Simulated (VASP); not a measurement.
O2, 2 atoms in the cell. The cell holds a cluster in a box, 2 atoms: a = 11.000 Å, b = 11.500 Å, c = 12.000 Å, α = 90.00°, β = 90.00°, γ = 90.00°. 

| Property | Result |
| --- | --- |
| Program | VASP 6.6.1 |
| Task | single point |
| Functional | PBE |
| Potentials or basis | VASP PAW PBE potentials, release 64 (O) |
| Cutoff | 520 eV |
| k mesh | 1 × 1 × 1 |
| Occupations | fermi-dirac, width 0.05 eV |
| Spin | collinear spin, ferromagnetic start |
| Starting moments | [1.0, 1.0] μB |
| Dipole correction | no |
| Further INCAR settings | ALGO = Normal; EDIFF = 1e-06; NBANDS = 17 |

Potentials or basis: VASP PAW PBE potentials, release 64 (O).

Launch:

```sh
$ cat potpaw_PBE.64/O/POTCAR > POTCAR
$ mpirun -np 1 vasp_gam > vasp.out
```

Hardware: 1 thread of Intel Xeon 8259CL, with other jobs on the host.

How long does it take, and how much memory?

Wall time 5.8 min on 1 thread of Intel Xeon 8259CL, on a shared host, peak memory 1.5 GiB. Counts: scf iterations 23, k points 1.
